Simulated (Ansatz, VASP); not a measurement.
# Se3Br in VASP and in Ansatz

Contents of INCAR:

```
SYSTEM = Se3Br
ALGO = Normal
EDIFF = 1E-7
ENCUT = 520
GGA = PE
ISIF = 2
ISMEAR = 0
LASPH = .True.
LCHARG = .True.
LELF = .True.
LREAL = .False.
LVHAR = .True.
LWAVE = .False.
NBANDS = 20
NELM = 100
PREC = Accurate
SIGMA = 0.01
```

KPOINTS

```
k-points
0
Gamma
  8 8 8
  0 0 0
```

File POSCAR:

```
Se3Br
1.0
   -1.9012420000      1.9012420000      8.4819000000
    1.9012420000     -1.9012420000      8.4819000000
    1.9012420000      1.9012420000     -8.4819000000
Se Br
3 1
Direct
    0.2500000000      0.7500000000      0.5000000000
    0.7500000000      0.2500000000      0.5000000000
    0.5000000000      0.5000000000      0.0000000000
    0.0000000000      0.0000000000      0.0000000000
```

Input for Ansatz:

```yaml
crystal:
  lattice:
    - [-1.901242, 1.901242, 8.4819]
    - [1.901242, -1.901242, 8.4819]
    - [1.901242, 1.901242, -8.4819]
  atoms:
    - { symbol: Se, position: [0.25, 0.75, 0.5] }
    - { symbol: Se, position: [0.75, 0.25, 0.5] }
    - { symbol: Se, position: [0.5, 0.5, 0.0] }
    - { symbol: Br, position: [0.0, 0.0, 0.0] }
basis:
  ecutwfc: 420
kpoints:
  mp_grid: { grid: [8, 8, 8] }
hamiltonian:
  xc: pbe
scf:
  occupations: { method: gaussian, width: 0.01 }
output:
  forces: true
  stress: true
  eigenvalues: true
```

Alike in both runs: task single point; functional PBE; k mesh 8 × 8 × 8; occupations gaussian, width 0.01 eV; no spin polarisation.

|  | VASP | Ansatz |
| --- | --- | --- |
| version | VASP 6.6.1 | Ansatz 0.2.0 |
| potentials or method | VASP PAW PBE potentials, release 64 (Se, Br), cutoff 520 eV | scalar-relativistic, plane waves, PAW |
| valence electrons in the cell | 25 | 55 |

|  | VASP | Ansatz | Ansatz less VASP |
| --- | --- | --- | --- |
| gap on the k mesh at the Fermi level (eV) | none | none | - |
| pressure (GPa) | 0.1 | 0.1 | 0.00 |

A gap of «none» marks a metal or a gap that the smearing closes. VASP's potentials hold 25 valence electrons a cell and Ansatz's 55, so a difference there can come from the potentials and not from the codes.
